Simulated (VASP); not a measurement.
## Ga6AsP4 (a cell with a defect): single point with PBE

System: Ga6AsP4 (a cell with a defect).

```xyz
11
Lattice="0.0000 0.0000 6.3938 -5.8216 -3.3611 0.0000 5.8216 -3.3611 0.0000" Properties=species:S:1:pos:R:3 pbc="T T T"
Ga    0.0355   -2.2622    3.1576
Ga   -1.9424   -5.5857    3.2361
Ga   -3.8826   -2.2077    3.2682
Ga    4.3747   -4.2012    6.3663
Ga   -4.1023   -4.1365    6.5187
Ga   -0.1994   -4.8634    6.2766
As    0.8821   -2.7077    5.4006
P    -3.6004   -2.0911    5.6254
P     3.9108   -4.4589    2.4821
P    -3.8673   -4.4221    2.4231
P    -0.0178   -4.5173    2.3674
```

| Quantity | Value |
| --- | --- |
| Program | VASP 6.6.1 |
| Task | single point |
| Functional | PBE |
| Potentials or basis | VASP PAW PBE potentials, release 64 (Ga_d, As, P) |
| Cutoff | 400 eV |
| k mesh | 2 × 3 × 3, shifted |
| Occupations | gaussian, width 0.02 eV |
| Spin | no spin polarisation |
| Dipole correction | no |
| Further INCAR settings | ALGO = Normal; EDIFF = 1e-06; NBANDS = 62 |

```json
{
 "Pressure": "-0.7 GPa",
 "Largest force": "0.726 eV/Å",
 "Band gap on the k mesh": "zero (an odd number of electrons rules out a gap without spin polarisation)"
}
```

Forces on the atoms (eV/Å):
```
Ga  -0.010  0.067 -0.040
Ga   0.174  0.027 -0.065
Ga   0.043  0.011  0.010
Ga   0.034 -0.058 -0.126
Ga   0.318 -0.040  0.021
Ga   0.022 -0.179  0.049
As  -0.702  0.089  0.164
P   -0.075  0.035  0.009
P    0.006  0.042 -0.033
P    0.102 -0.030  0.081
P    0.087  0.036 -0.070
```

Stress tensor (GPa, compression positive):
```
-2.54 -0.30 -0.55
-0.30  0.91 -0.48
-0.55 -0.48 -0.42
```

Levels at points of the mesh, in eV from the Fermi level:
```csv
k point,band 48,band 49,band 50,band 51,band 52,band 53,band 54,band 55,band 56,band 57
"(0.25, 0.00, 0.00)",-1.87,-1.34,-1.23,-1.10,0.28,0.72,1.25,1.86,2.34,2.64
```

Wall time 2.5 min on 1 thread of Intel(R) Xeon(R) Platinum 8375C CPU @ 2.90GHz (Ice Lake), on a shared host, peak memory 0.33 GiB.

Caveat: the k points lie up to 0.49 Å⁻¹ apart, too coarse for converged energies and pressures of a metal; an odd number of electrons without spin polarisation forces a metal; a magnetic or distorted state may lie lower.
